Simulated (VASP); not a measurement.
# SnO: single point with r2SCAN

SnO:

```
Sn O
1.0
     3.96016    0.00000    0.00000
     0.00000    3.96016    0.00000
     0.00000    0.00000    4.81766
Sn O
2 2
Direct
  0.00000 0.50000 0.23084
  0.50000 0.00000 0.76916
  0.50000 0.50000 0.00000
  0.00000 0.00000 0.00000
```

This cell differs from its parent crystal: biaxial strain in the a-b plane: +4.0 %.

* Program: VASP 6.6.1
* Task: single point
* Functional: r2SCAN
* Potentials or basis: VASP PAW PBE potentials, release 64 (Sn_d, O)
* Cutoff: 520 eV
* k mesh: 10 × 10 × 8
* Occupations: gaussian, width 0.01 eV
* Spin: no spin polarisation
* Dipole correction: no
* Further INCAR settings: ALGO = Normal; EDIFF = 1e-07; NBANDS = 28

```yaml
Pressure: -4.7 GPa
Largest_force: 0.167 eV/Å
Band_gap_on_the_k_mesh: 0.87 eV (least direct gap 2.24 eV)
```

Forces in eV/Å, atoms in the order of the input:
```
Sn   0.000  0.000 -0.167
Sn   0.000  0.000  0.167
O    0.000  0.000  0.000
O    0.000  0.000  0.000
```

Stress tensor (GPa, compression positive):
```
-6.56  0.00  0.00
 0.00 -6.56  0.00
 0.00  0.00 -0.97
```

Levels at points of the mesh, in eV from the valence-band top:
| k point | band 18 | band 19 | band 20 | band 21 | band 22 | band 23 |
| --- | --- | --- | --- | --- | --- | --- |
| (0.00, 0.00, 0.00) | -3.10 | -3.10 | -0.04 | 2.32 | 4.80 | 5.19 |
| (0.50, 0.00, 0.00) | -4.49 | -2.16 | -2.16 | 3.74 | 3.74 | 6.16 |
| (0.50, 0.50, 0.00) | -2.44 | -1.55 | -1.55 | 0.87 | 0.87 | 5.38 |
| (0.00, 0.00, 0.50) | -3.11 | -3.00 | -1.57 | 1.82 | 3.53 | 3.53 |
| (0.50, 0.00, 0.50) | -4.57 | -1.36 | -1.36 | 3.09 | 3.09 | 5.81 |
| (0.50, 0.50, 0.50) | -2.44 | -2.35 | -2.35 | 3.15 | 3.15 | 4.62 |

It took 14 min on 1 thread of Intel(R) Xeon(R) Platinum 8375C CPU @ 2.90GHz (Ice Lake) (shared host), peak memory 0.3 GiB.

Caveat: the cell differs from its parent crystal (biaxial strain in the a-b plane: +4.0 %); the cell stands under tension; the PAW data sets were made with another functional, which shifts forces and pressure a little; spin-orbit coupling is left out, which moves the levels of the heavy elements. A k mesh can miss the band edges.
